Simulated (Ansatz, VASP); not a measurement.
**Two plane-wave programs on BN**

The input POSCAR:

```
BN
1.0
    0.0000000000      1.6585346382      1.8979228895
    1.6585346382      0.0000000000      1.8979228895
    1.6585346382      1.6585346382      0.0000000000
B N
1 1
Direct
    0.0000000000      0.0000000000      0.0000000000
    0.5000000000      0.5000000000      0.5000000000
```

The input INCAR.step1:

```
SYSTEM = BN
PREC = Accurate
ENCUT = 520
EDIFF = 1E-5
ISMEAR = -1
SIGMA = 0.02
LREAL = .FALSE.
LASPH = .TRUE.
NELM = 80
ALGO = Normal
ISIF = 2
LWAVE = .TRUE.
LCHARG = .FALSE.
GGA = PE
NBANDS = 11
```

INCAR.step2

```
SYSTEM = BN
PREC = Accurate
ENCUT = 520
EDIFF = 1E-6
ISMEAR = -1
SIGMA = 0.02
LREAL = .FALSE.
LASPH = .TRUE.
NELM = 80
ALGO = Normal
ISIF = 2
LWAVE = .FALSE.
LCHARG = .FALSE.
GGA = PE
LHFCALC = .TRUE.
HFSCREEN = 0.2079
PRECFOCK = Normal
ISTART = 1
NBANDS = 11
```

Contents of KPOINTS:

```
Automatic mesh
0
G
  8 8 8
  0 0 0
```

Input for Ansatz:

```yaml
crystal:
  lattice:
    - [0.0, 1.6585346382, 1.8979228895]
    - [1.6585346382, 0.0, 1.8979228895]
    - [1.6585346382, 1.6585346382, 0.0]
  atoms:
    - { symbol: B, position: [0.0, 0.0, 0.0] }
    - { symbol: "N", position: [0.5, 0.5, 0.5] }
kpoints:
  mp_grid: { grid: [8, 8, 8] }
  band_path:
    path:
      - [0.0, 0.0, 0.0]
      - [0.5, 0.0, 0.5]
      - [0.625, 0.25, 0.625]
      - [0.375, 0.375, 0.75]
      - [0.5, 0.5, 0.5]
      - [0.5, 0.25, 0.75]
      - [0.0, 0.5, 0.5]
    npoints: 1
hamiltonian:
  xc: hse06
scf:
  occupations: { method: fermi_dirac, width: 0.02 }
  n_extra_bands: 4
output:
  forces: true
  stress: true
  eigenvalues: true
  write_density: true
  write_potential: true
  elf: true
  volumetric_format: npy
```

Change from the starting cell: epitaxial_xy strain -5.0%.

Alike in both runs: task single point; functional HSE06; k mesh 8 × 8 × 8; occupations fermi-dirac, width 0.02 eV; no spin polarisation.

|  | VASP | Ansatz |
| --- | --- | --- |
| version | VASP 6.6.1 | Ansatz 0.2.0 |
| potentials or method | VASP PAW PBE potentials, release 64 (B, N) | plane waves, PAW |
| plane-wave cutoff (eV) | 520 | 420 |
| valence electrons in the cell | 8 | 8 |

```tsv
	VASP	Ansatz	Ansatz less VASP
gap on the k mesh at the Fermi level (eV)	0.83	0.85	+0.015
pressure (GPa)	11.1	10.7	-0.44
traceless stress, the component that is largest in VASP (GPa)	-19.44	-18.96	+0.481
```

With one functional, cell and mesh, what is left measures potentials, basis and numerics. Ansatz's warnings: stress exchange threshold loose, stress scf threshold loose.
